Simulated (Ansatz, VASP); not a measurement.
Two plane-wave programs on CsTl3

```
Cs Tl
1.0
     5.40640    0.00000    0.00000
     0.00000    5.40640    0.00000
     0.00000    0.00000    5.40640
Cs Tl
1 3
Direct
  0.00000 0.00000 0.00000
  0.00000 0.50000 0.50000
  0.50000 0.00000 0.50000
  0.50000 0.50000 0.00000
```

Change from the starting cell: species swapped into the PrIn3 type (Pm-3m, No. 221).

Alike in both runs: functional PBE; k mesh 10 × 10 × 10; occupations gaussian, width 0.1 eV; no spin polarisation.

Ansatz relaxed the structure, and its values are those at the end. VASP's run is a single point on that final structure, the one shown.

```csv
,VASP,Ansatz
version,VASP 6.6.1,Ansatz 0.2.0
potentials or method,"VASP PAW PBE potentials, release 64 (Cs_sv, Tl_d), cutoff 520 eV","scalar-relativistic, plane waves, PAW"
valence electrons in the cell,48,48
```

```csv
,VASP,Ansatz,Ansatz less VASP
gap on the k mesh at the Fermi level (eV),none,none,-
pressure (GPa),0.0,0.0,+0.02
```

A gap of «none» marks a metal or a gap that the smearing closes.

Neither program's run includes spin-orbit coupling.
